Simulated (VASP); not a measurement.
# Mo (Im-3m) in VASP: a series of runs

The runs below take Mo through single point, with r2SCAN.

Program: VASP 6.6.1. These are calculated values, not measurements. Logs are shortened: lines on timing, memory, paths and dates and some standing lists are left out, and cuts for length are marked.

**1. The cell of the first run**

It takes space group Im-3m (No. 229, cubic). The conventional cell has a = 3.153 Å, b = 3.153 Å, c = 3.153 Å, α = 90.00°, β = 90.00°, γ = 90.00°. Mo (site symmetry m-3m) has 14 Mo at 2.73 to 3.15 Å within 3.6 Å.

**2. Single point, r2SCAN**

POSCAR reads:

```
Mo
1.0
   -1.5764210372      1.5764210372      1.5764210372
    1.5764210372     -1.5764210372      1.5764210372
    1.5764210372      1.5764210372     -1.5764210372
Mo
1
Direct
    0.0000000000      0.0000000000      0.0000000000
```

INCAR.step1 reads:

```
SYSTEM = Mo
PREC     = Accurate       ! precision mode
ENCUT    = 520            ! plane-wave cutoff, eV
ISMEAR   = 1              ! smearing method
SIGMA    = 0.2            ! smearing width, eV
LREAL    = .False.        ! projectors in reciprocal space
LASPH    = .True.         ! aspherical terms in the spheres
NELM     = 100            ! most SCF steps
NBANDS   = 13             ! bands
GGA      = PE             ! functional
ALGO     = Normal         ! electronic algorithm
EDIFF    = 1E-4           ! SCF threshold, eV
LWAVE    = .True.         ! write WAVECAR
LCHARG   = .False.        ! write CHGCAR
```

INCAR.step2 reads:

```
SYSTEM = Mo
PREC     = Accurate       ! precision mode
ENCUT    = 520            ! plane-wave cutoff, eV
EDIFF    = 1E-6           ! SCF threshold, eV
ISMEAR   = 1              ! smearing method
SIGMA    = 0.2            ! smearing width, eV
LREAL    = .False.        ! projectors in reciprocal space
LASPH    = .True.         ! aspherical terms in the spheres
NELM     = 100            ! most SCF steps
ALGO     = Normal         ! electronic algorithm
ISIF     = 2              ! what is computed and relaxed
LWAVE    = .False.        ! write WAVECAR
LCHARG   = .False.        ! write CHGCAR
METAGGA  = R2SCAN         ! meta-GGA
LMIXTAU  = .True.       
NBANDS   = 13             ! bands
ISTART   = 1
```

KPOINTS reads:

```
Automatic mesh
0
Gamma
  14 14 14
  0 0 0
```

Potentials or basis: VASP PAW PBE potentials, release 64 (Mo_sv).

On the command line:

```
$ cat potpaw_PBE.64/Mo_sv/POTCAR > POTCAR
$ cp INCAR.step1 INCAR
$ mpirun -np 1 vasp_std > vasp.out
$ cp INCAR.step2 INCAR
$ mpirun -np 1 vasp_std > vasp.out
```

OUTCAR:

```text
SYSTEM = Mo
   PREC = Accurate
   ENCUT = 520
   EDIFF = 1E-6
   ISMEAR = 1
   LREAL = .False.
   LASPH = .True.
   NELM = 100
   ISIF = 2
   METAGGA = R2SCAN
   ISTART = 1

 ion  position               nearest neighbor table
   1  0.000  0.000  0.000-

  LATTYP: Found a body centered cubic cell.
 ALAT       =     3.1528420744

  Lattice vectors:

 A1 = (  -1.5764210372,   1.5764210372,   1.5764210372)
 A2 = (   1.5764210372,  -1.5764210372,   1.5764210372)
 A3 = (   1.5764210372,   1.5764210372,  -1.5764210372)

Analysis of symmetry for initial positions (statically):
=====================================================================
 Subroutine PRICEL returns:
 Original cell was already a primitive cell.

 Routine SETGRP: Setting up the symmetry group for a
 body centered cubic supercell.

 Subroutine GETGRP returns: Found 48 space group operations
 (whereof 48 operations were pure point group operations)
 out of a pool of 48 trial point group operations.

The static configuration has the point symmetry O_h .

Analysis of symmetry for dynamics (positions and initial velocities):
=====================================================================
 Subroutine PRICEL returns:
 Original cell was already a primitive cell.

 Routine SETGRP: Setting up the symmetry group for a
 body centered cubic supercell.

 Subroutine GETGRP returns: Found 48 space group operations
 (whereof 48 operations were pure point group operations)
 out of a pool of 48 trial point group operations.

The dynamic configuration has the point symmetry O_h .

 Subroutine INISYM returns: Found 48 space group operations
 (whereof 48 operations are pure point group operations),
 and found     1 'primitive' translations

----------------------------------------------------------------------------------------

                                     Primitive cell

  volume of cell :      15.6703

  direct lattice vectors                    reciprocal lattice vectors
    -1.576421037  1.576421037  1.576421037     0.000000000  0.317174148  0.317174148
     1.576421037 -1.576421037  1.576421037     0.317174148  0.000000000  0.317174148
     1.576421037  1.576421037 -1.576421037     0.317174148  0.317174148  0.000000000

  length of vectors
     2.730441331  2.730441331  2.730441331     0.448551982  0.448551982  0.448551982

  position of ions in fractional coordinates (direct lattice)
     0.000000000  0.000000000  0.000000000

  ion indices of the primitive-cell ions
   primitive index   ion index
                 1           1

----------------------------------------------------------------------------------------

 KPOINTS: Automatic mesh

Automatic generation of k-mesh.
 Grid dimensions read from file:
 generate k-points for:   14   14   14

 Generating k-lattice:

  Cartesian coordinates                     Fractional coordinates (reciprocal lattice)
     0.000000000  0.022655296  0.022655296     0.071428571  0.000000000  0.000000000
     0.022655296  0.000000000  0.022655296     0.000000000  0.071428571  0.000000000
     0.022655296  0.022655296  0.000000000     0.000000000  0.000000000  0.071428571

  Length of vectors
     0.032039427  0.032039427  0.032039427

  Shift w.r.t. Gamma in fractional coordinates (k-lattice)
     0.000000000  0.000000000  0.000000000

 Subroutine IBZKPT returns following result:
 ===========================================

 Found    104 irreducible k-points:

 Following reciprocal coordinates:
            Coordinates               Weight
  0.000000  0.000000  0.000000      1.000000
  0.071429  0.000000  0.000000     12.000000
  0.142857  0.000000  0.000000     12.000000
  0.214286  0.000000  0.000000     12.000000
  0.285714  0.000000  0.000000     12.000000
  0.357143  0.000000  0.000000     12.000000
[... 16 lines left out ...]
  0.285714  0.285714  0.000000     24.000000
  0.357143  0.285714  0.000000     24.000000
 [... further k-points ...]
   k-points           NKPTS =    104   k-points in BZ     NKDIM =    104   number of bands    NBANDS=     13
[... 50 lines left out ...]
     13      28.4497      0.00000

 k-point     3 :       0.1429    0.0000    0.0000
  band No.  band energies     occupation
      1     -50.6829      2.00000
      2     -23.5103      2.00000
      3     -23.3040      2.00000
      4     -23.2145      2.00000
      5       5.7376      2.00000
      6      10.5931      2.00000
      7      10.9449      2.00000
      8      11.9477      2.00014
      9      13.8605     -0.00000
     10      14.4283     -0.00000
     11      28.4977      0.00000
     12      29.3936      0.00000
     13      29.5365      0.00000

 k-point     4 :       0.2143    0.0000    0.0000
  band No.  band energies     occupation
      1     -50.6253      2.00000
      2     -23.8181      2.00000
      3     -23.4002      2.00000
      4     -23.2170      2.00000
      5       6.5801      2.00000
      6      10.1254      2.00000
      7      10.8032      2.00000
      8      12.9699     -0.01285
      9      13.7416     -0.00000
     10      14.4992     -0.00000
     11      28.3674      0.00000
     12      29.7326      0.00000
     13      31.2805      0.00000

 k-point     5 :       0.2857    0.0000    0.0000
  band No.  band energies     occupation
      1     -50.5608      2.00000
      2     -24.1494      2.00000
      3     -23.5053      2.00000
      4     -23.2197      2.00000
      5       7.1540      2.00000
      6       9.6557      2.00000
      7      11.0953      2.00000
      8      13.9205     -0.00000
      9      14.2752     -0.00000
     10      14.6389     -0.00000
     11      27.4297      0.00000
     12      28.6864      0.00000
     13      33.4607      0.00000
[... 257 lines left out ...]
 k-point    22 :       0.3571    0.2143    0.0000
  band No.  band energies     occupation
      1     -50.4244      2.00000
      2     -24.4962      2.00000
      3     -23.9254      2.00000
      4     -23.3722      2.00000
      5       8.0887      2.00000
      6       9.3199      2.00000
      7      11.2278      2.00000
      8      14.2305     -0.00000
      9      15.3459     -0.00000
     10      20.3273      0.00000
     11      23.8898      0.00000
     12      25.9049      0.00000
     13      29.7359      0.00000

 k-point    23 :       0.2857    0.2857    0.0000
  band No.  band energies     occupation
      1     -50.4212      2.00000
      2     -24.4141      2.00000
      3     -24.0172      2.00000
      4     -23.3898      2.00000
      5       8.3985      2.00000
      6       9.5250      2.00000
      7      10.6314      2.00000
      8      14.3090     -0.00000
      9      15.1626     -0.00000
     10      20.8806      0.00000
     11      23.9696      0.00000
     12      25.4922      0.00000
     13      30.2723      0.00000

 k-point    24 :       0.3571    0.2857    0.0000
  band No.  band energies     occupation
      1     -50.4121      2.00000
      2     -24.3578      2.00000
      3     -24.1285      2.00000
      4     -23.3975      2.00000
      5       8.4313      2.00000
      6       9.6956      2.00000
      7      10.4770      2.00000
      8      14.5571     -0.00000
      9      15.0619     -0.00000
     10      22.2401      0.00000
     11      23.2586      0.00000
     12      24.4762      0.00000
     13      30.5958      0.00000

 [... further k-points ...]
[... 5 lines left out ...]
  --------------------------------------------------------------------------------------
  -------------------------------------------------------------------------------------
  Total        0.1266638      0.1266638      0.1266638      0.0000000      0.0000000     -0.0000000
  in kB       12.9504941     12.9504941     12.9504941      0.0000000      0.0000000     -0.0000000
  external PRESSURE =      12.9504941 kB  Pullay stress =       0.0000000 kB

 VOLUME and BASIS-vectors are now :
 -----------------------------------------------------------------------------
  energy-cutoff  :      520.00
  volume of cell :       15.67
      direct lattice vectors                 reciprocal lattice vectors
    -1.576421037  1.576421037  1.576421037     0.000000000  0.317174148  0.317174148
     1.576421037 -1.576421037  1.576421037     0.317174148  0.000000000  0.317174148
     1.576421037  1.576421037 -1.576421037     0.317174148  0.317174148  0.000000000

 POSITION                                       TOTAL-FORCE (eV/Angst)
 -----------------------------------------------------------------------------------
      0.00000      0.00000      0.00000         0.000000      0.000000      0.000000
 -----------------------------------------------------------------------------------
    total drift:                                0.000000     -0.000000      0.000000

  FREE ENERGIE OF THE ION-ELECTRON SYSTEM (eV)
  ---------------------------------------------------
  free  energy   TOTEN  =       -26.0662247077 eV

  energy  without entropy=      -26.0634546950  energy(sigma->0) =      -26.06530137
```

Run time: 2.3 min. Hardware: 1 thread of AMD EPYC 7R13, shared host; peak memory 0.11 GiB.

What came out:

| Item | Value |
| --- | --- |
| Free energy | -26.0662 eV |
| Pressure | 1.3 GPa |
| Band gap on the k mesh | zero (band 7 reaches 16.62 eV, above the bottom of band 8 at 11.08 eV) |

Caveat: the PAW data sets were made with another functional, which shifts forces and pressure a little.

**3. Single point, r2SCAN**

POSCAR is that of step 2.

INCAR.step1 reads:

```
ALGO = Normal
EDIFF = 1E-4
ENCUT = 520
GGA = PE
ISMEAR = 1
LASPH = True
LCHARG = False
LREAL = False
LWAVE = True
NBANDS = 13
NELM = 80
PREC = Accurate
SIGMA = 0.3
```

INCAR.step2 reads:

```
ALGO = Normal
EDIFF = 1E-6
ENCUT = 520
ISIF = 2
ISMEAR = 1
ISTART = 1
LASPH = True
LCHARG = True
LELF = True
LMIXTAU = True
LREAL = False
LVHAR = True
LWAVE = False
METAGGA = R2SCAN
NBANDS = 13
NELM = 80
PREC = Accurate
SIGMA = 0.3
```

KPOINTS reads:

```
k-points
0
Gamma
  14 14 14
```

Potentials or basis: VASP PAW PBE potentials, release 64 (Mo_sv).

On the command line:

```
$ cat potpaw_PBE.64/Mo_sv/POTCAR > POTCAR
$ cp INCAR.step1 INCAR
$ mpirun -np 1 vasp_std > vasp.out
$ cp INCAR.step2 INCAR
$ mpirun -np 1 vasp_std > vasp.out
```

Run time: 2.3 min. Hardware: 1 thread of AMD EPYC 7R13, shared host; peak memory 0.11 GiB.

Results (log left out):

```
Free energy            : -26.0679 eV
Pressure               : 1.2 GPa
Band gap on the k mesh : zero (band 7 reaches 16.63 eV, above the bottom of band 8 at 11.08 eV)
```

Levels at points of the mesh, in eV from the Fermi level:
```tsv
k point	band 4	band 5	band 6	band 7	band 8	band 9	band 10	band 11
(0.00, 0.00, 0.00)	-35.76	-7.70	-1.47	-1.47	-1.47	1.86	1.86	15.45
(0.50, 0.00, 0.00)	-35.77	-5.63	-3.62	1.53	1.83	2.53	4.86	12.16
(0.50, 0.50, 0.50)	-36.78	-5.68	-5.68	4.07	4.07	4.07	9.41	9.41
```

Caveat: the PAW data sets were made with another functional, which shifts forces and pressure a little.

**4. Single point, r2SCAN**

POSCAR is that of step 3.

INCAR.step1 reads:

```
  ALGO = Normal
  EDIFF = 1E-4
  ENCUT = 520
  GGA = PE
  ISMEAR = 1
  LASPH = T
  LCHARG = F
  LREAL = F
  LWAVE = T
  NBANDS = 13
  NELM = 80
  PREC = Accurate
  SIGMA = 1.0
```

INCAR.step2 reads:

```
  ALGO = Normal
  EDIFF = 1E-6
  ENCUT = 520
  ISIF = 2
  ISMEAR = 1
  ISTART = 1
  LASPH = T
  LCHARG = F
  LMIXTAU = T
  LREAL = F
  LWAVE = F
  METAGGA = R2SCAN
  NBANDS = 13
  NELM = 80
  PREC = Accurate
  SIGMA = 1.0
```

KPOINTS is that of step 3.

On the command line:

```
$ cat potpaw_PBE.64/Mo_sv/POTCAR > POTCAR
$ cp INCAR.step1 INCAR
$ mpirun -np 1 vasp_std > vasp.out
$ cp INCAR.step2 INCAR
$ mpirun -np 1 vasp_std > vasp.out
```

It took 2.3 min on 1 thread of AMD EPYC 7R13, shared host; peak memory 0.11 GiB.

The run converged. Its results:

* Free energy: -26.0614 eV
* Pressure: -0.1 GPa
* Band gap on the k mesh: zero (band 7 reaches 16.63 eV, above the bottom of band 8 at 11.09 eV)

Levels at points of the mesh, in eV from the Fermi level:
```tsv
k point	band 5	band 6	band 7	band 8	band 9	band 10
(0.00, 0.00, 0.00)	-7.63	-1.40	-1.40	-1.40	1.93	1.93
(0.50, 0.00, 0.00)	-5.56	-3.55	1.60	1.91	2.61	4.93
(0.50, 0.50, 0.50)	-5.60	-5.60	4.15	4.15	4.15	9.48
```

Caveat: the PAW data sets were made with another functional, which shifts forces and pressure a little.

**5. Single point, r2SCAN**

POSCAR is that of step 4.

INCAR.step1 reads:

```
SYSTEM = Mo
ALGO     = Normal         ! electronic algorithm
EDIFF    = 1E-4           ! SCF threshold, eV
ENCUT    = 520            ! plane-wave cutoff, eV
GGA      = PE             ! functional
ISMEAR   = -1             ! smearing method
LASPH    = .True.         ! aspherical terms in the spheres
LCHARG   = .False.        ! write CHGCAR
LREAL    = .False.        ! projectors in reciprocal space
LWAVE    = .True.         ! write WAVECAR
NBANDS   = 13             ! bands
NELM     = 60             ! most SCF steps
PREC     = Accurate       ! precision mode
SIGMA    = 0.1            ! smearing width, eV
```

INCAR.step2 reads:

```
SYSTEM = Mo
ALGO     = Normal         ! electronic algorithm
EDIFF    = 1E-6           ! SCF threshold, eV
ENCUT    = 520            ! plane-wave cutoff, eV
ISIF     = 2              ! what is computed and relaxed
ISMEAR   = -1             ! smearing method
ISTART   = 1            
LASPH    = .True.         ! aspherical terms in the spheres
LCHARG   = .False.        ! write CHGCAR
LMIXTAU  = .True.       
LREAL    = .False.        ! projectors in reciprocal space
LWAVE    = .False.        ! write WAVECAR
METAGGA  = R2SCAN         ! meta-GGA
NBANDS   = 13             ! bands
NELM     = 60             ! most SCF steps
PREC     = Accurate       ! precision mode
SIGMA    = 0.1            ! smearing width, eV
```

KPOINTS reads:

```
k-points
0
Gamma
  15 15 15
  0 0 0
```

On the command line:

```
$ cat potpaw_PBE.64/Mo_sv/POTCAR > POTCAR
$ cp INCAR.step1 INCAR
$ mpirun -np 1 vasp_std > vasp.out
$ cp INCAR.step2 INCAR
$ mpirun -np 1 vasp_std > vasp.out
```

Run time: 2.7 min. Hardware: 1 thread of AMD EPYC 7R13, shared host; peak memory 0.11 GiB.

It converged, with:

| Item | Value |
| --- | --- |
| Free energy | -26.0869 eV |
| Pressure | 0.7 GPa |
| Band gap on the k mesh | zero (band 7 reaches 16.33 eV, above the bottom of band 8 at 11.09 eV) |

Levels at points of the mesh, in eV from the Fermi level:
```
           k point  band 5  band 6  band 7  band 8  band 9  band 10
(0.00, 0.00, 0.00)   -7.62   -1.39   -1.39   -1.39    1.94     1.94
```

Caveat: the PAW data sets were made with another functional, which shifts forces and pressure a little.

**6. Single point, r2SCAN**

POSCAR is that of step 5.

INCAR.step1 reads:

```
SYSTEM = Mo
PREC     = Accurate       ! precision mode
ENCUT    = 520            ! plane-wave cutoff, eV
ISMEAR   = -1             ! smearing method
SIGMA    = 0.1            ! smearing width, eV
LREAL    = .False.        ! projectors in reciprocal space
LASPH    = .True.         ! aspherical terms in the spheres
NELM     = 80             ! most SCF steps
NBANDS   = 13             ! bands
GGA      = PE             ! functional
ALGO     = Normal         ! electronic algorithm
EDIFF    = 1E-4           ! SCF threshold, eV
LWAVE    = .True.         ! write WAVECAR
LCHARG   = .False.        ! write CHGCAR
```

INCAR.step2 reads:

```
SYSTEM = Mo
PREC     = Accurate       ! precision mode
ENCUT    = 520            ! plane-wave cutoff, eV
EDIFF    = 1E-6           ! SCF threshold, eV
ISMEAR   = -1             ! smearing method
SIGMA    = 0.1            ! smearing width, eV
LREAL    = .False.        ! projectors in reciprocal space
LASPH    = .True.         ! aspherical terms in the spheres
NELM     = 80             ! most SCF steps
ALGO     = Normal         ! electronic algorithm
ISIF     = 2              ! what is computed and relaxed
LWAVE    = .False.        ! write WAVECAR
LCHARG   = .True.         ! write CHGCAR
METAGGA  = R2SCAN         ! meta-GGA
LMIXTAU  = .True.       
LELF     = .True.         ! ELF
LVHAR    = .True.       
NBANDS   = 13             ! bands
ISTART   = 1
```

KPOINTS reads:

```
regular mesh
0
Gamma
  20 20 20
  0 0 0
```

Potentials or basis: VASP PAW PBE potentials, release 64 (Mo_sv).

On the command line:

```
$ cat potpaw_PBE.64/Mo_sv/POTCAR > POTCAR
$ cp INCAR.step1 INCAR
$ mpirun -np 1 vasp_std > vasp.out
$ cp INCAR.step2 INCAR
$ mpirun -np 1 vasp_std > vasp.out
```

Run time: 5.4 min. Hardware: 1 thread of AMD EPYC 7R13, shared host; peak memory 0.14 GiB.

The run converged. Its results:

* Free energy: -26.0893 eV
* Pressure: 0.6 GPa
* Band gap on the k mesh: zero (band 7 reaches 16.64 eV, above the bottom of band 8 at 11.09 eV)

Levels at points of the mesh, in eV from the Fermi level:
```
           k point  band 4  band 5  band 6  band 7  band 8  band 9  band 10  band 11
(0.00, 0.00, 0.00)  -35.72   -7.67   -1.44   -1.44   -1.44    1.89     1.89    15.47
(0.50, 0.00, 0.00)  -35.73   -5.60   -3.59    1.55    1.86    2.56     4.89    12.19
(0.50, 0.50, 0.50)  -36.75   -5.65   -5.65    4.11    4.11    4.11     9.44     9.44
```

Caveat: the PAW data sets were made with another functional, which shifts forces and pressure a little.

**7. Single point, r2SCAN**

POSCAR is that of step 6.

INCAR.step1 reads:

```
PREC = Accurate
ENCUT = 520
ISMEAR = -1
SIGMA = 0.1
LREAL = False
LASPH = True
NELM = 60
NBANDS = 13
GGA = PE
ALGO = Normal
EDIFF = 1E-4
LWAVE = True
LCHARG = False
```

INCAR.step2 reads:

```
PREC = Accurate
ENCUT = 520
EDIFF = 1E-6
ISMEAR = -1
SIGMA = 0.1
LREAL = False
LASPH = True
NELM = 60
ALGO = Normal
ISIF = 2
LWAVE = False
LCHARG = False
METAGGA = R2SCAN
LMIXTAU = True
NBANDS = 13
ISTART = 1
```

KPOINTS reads:

```
regular mesh
0
Gamma
  23 23 23
```

On the command line:

```
$ cat potpaw_PBE.64/Mo_sv/POTCAR > POTCAR
$ cp INCAR.step1 INCAR
$ mpirun -np 1 vasp_std > vasp.out
$ cp INCAR.step2 INCAR
$ mpirun -np 1 vasp_std > vasp.out
```

Wall time 7.6 min (1 thread of AMD EPYC 7R13, shared host); peak memory 0.15 GiB.

It converged, with:

- Free energy: -26.0893 eV
- Pressure: 0.6 GPa
- Band gap on the k mesh: zero (band 7 reaches 16.50 eV, above the bottom of band 8 at 11.09 eV)

Levels at points of the mesh, in eV from the Fermi level:
| k point | band 4 | band 5 | band 6 | band 7 | band 8 | band 9 | band 10 | band 11 |
| --- | --- | --- | --- | --- | --- | --- | --- | --- |
| (0.00, 0.00, 0.00) | -35.71 | -7.67 | -1.43 | -1.43 | -1.43 | 1.90 | 1.90 | 15.48 |

Caveat: the PAW data sets were made with another functional, which shifts forces and pressure a little.

**8. Overview**

```tsv
k mesh	smearing	gap on the mesh (eV)	pressure (GPa)
14 × 14 × 14	methfessel-paxton 0.2 eV	none	1.3
14 × 14 × 14	methfessel-paxton 0.3 eV	none	1.2
14 × 14 × 14	methfessel-paxton 1 eV	none	-0.1
15 × 15 × 15	fermi-dirac 0.1 eV	none	0.7
20 × 20 × 20	fermi-dirac 0.1 eV	none	0.6
23 × 23 × 23	fermi-dirac 0.1 eV	none	0.6
```

Alike in all rows: task single point; level r2SCAN; potentials or basis VASP PAW PBE potentials, release 64 (Mo_sv); no spin polarisation; cell as given; cutoff (eV) 520.

Every run on the cell as given and a fine mesh finds a metal.

Caveats: the PAW data sets were made with another functional, which shifts forces and pressure a little.

Absolute energies hang on the potentials; compare differences alone.
